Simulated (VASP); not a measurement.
Set up this calculation in VASP 6.6.1, as the native input.

* Task: single point
* Functional: r2SCAN
* Potentials or basis: VASP PAW PBE potentials, release 64 (Mg_sv, B)
* Cutoff: 750 eV
* k mesh: 10 × 10 × 8
* Occupations: fermi-dirac, width 0.05 eV
* Spin: no spin polarisation
* Dipole correction: no
* Mended: yes
* Further INCAR settings: ALGO = Normal; EDIFF = 1e-06; NBANDS = 15

Crystal: MgB2.

```xyz
3
Lattice="3.1455 0.0000 0.0000 -1.5728 2.7241 0.0000 0.0000 0.0000 3.5921" Properties=species:S:1:pos:R:3 pbc="T T T"
Mg    0.0000    0.0000    0.0000
B     1.5728    0.9080    1.7960
B     0.0000    1.8161    1.7960
```

These files were run (other wordings do the same):

POSCAR

```
MgB2
1.0
    3.1455055572      0.0000000000      0.0000000000
   -1.5727527786      2.7240877203      0.0000000000
    0.0000000000      0.0000000000      3.5920959734
Mg B
1 2
Direct
    0.0000000000      0.0000000000      0.0000000000
    0.6666666667      0.3333333333      0.5000000000
    0.3333333333      0.6666666667      0.5000000000
```

INCAR.step1

```
SYSTEM = MgB2
PREC     = Accurate       ! precision mode
ENCUT    = 750            ! plane-wave cutoff, eV
ISMEAR   = -1             ! smearing method
SIGMA    = 0.05           ! smearing width, eV
LREAL    = .False.        ! projectors in reciprocal space
LASPH    = .True.         ! aspherical terms in the spheres
NELM     = 120            ! most SCF steps
NBANDS   = 15             ! bands
GGA      = PE             ! functional
ALGO     = Normal         ! electronic algorithm
EDIFF    = 1E-5           ! SCF threshold, eV
LWAVE    = .True.         ! write WAVECAR
LCHARG   = .False.        ! write CHGCAR
GGA_COMPAT= .False.
```

INCAR.step2

```
SYSTEM = MgB2
PREC     = Accurate       ! precision mode
ENCUT    = 750            ! plane-wave cutoff, eV
EDIFF    = 1E-6           ! SCF threshold, eV
ISMEAR   = -1             ! smearing method
SIGMA    = 0.05           ! smearing width, eV
LREAL    = .False.        ! projectors in reciprocal space
LASPH    = .True.         ! aspherical terms in the spheres
NELM     = 120            ! most SCF steps
ALGO     = Normal         ! electronic algorithm
ISIF     = 2              ! what is computed and relaxed
LWAVE    = .False.        ! write WAVECAR
LCHARG   = .False.        ! write CHGCAR
METAGGA  = R2SCAN         ! meta-GGA
LMIXTAU  = .True.       
NBANDS   = 15             ! bands
ISTART   = 1            
GGA_COMPAT= .False.
```

KPOINTS

```
Automatic mesh
0
Gamma
  10 10 8
  0 0 0
```

Potentials or basis: VASP PAW PBE potentials, release 64 (Mg_sv, B).

Command:

```sh
$ cat potpaw_PBE.64/Mg_sv/POTCAR potpaw_PBE.64/B/POTCAR > POTCAR
$ cp INCAR.step1 INCAR
$ mpirun -np 1 vasp_std > vasp.out
$ cp INCAR.step2 INCAR
$ mpirun -np 1 vasp_std > vasp.out
```

It gave:

```json
{
  "Pressure": "-10.2 GPa",
  "Band gap on the k mesh": "zero (bands 8 and 9 overlap by 2.45 eV)"
}
```

Caveat: the cell stands under tension; the PAW data sets were made with another functional, which shifts forces and pressure a little.

It took 2.4 min on 1 thread of AMD EPYC 7R43 64-Core Processor (Zen 3), on a shared host, peak memory 0.17 GiB.
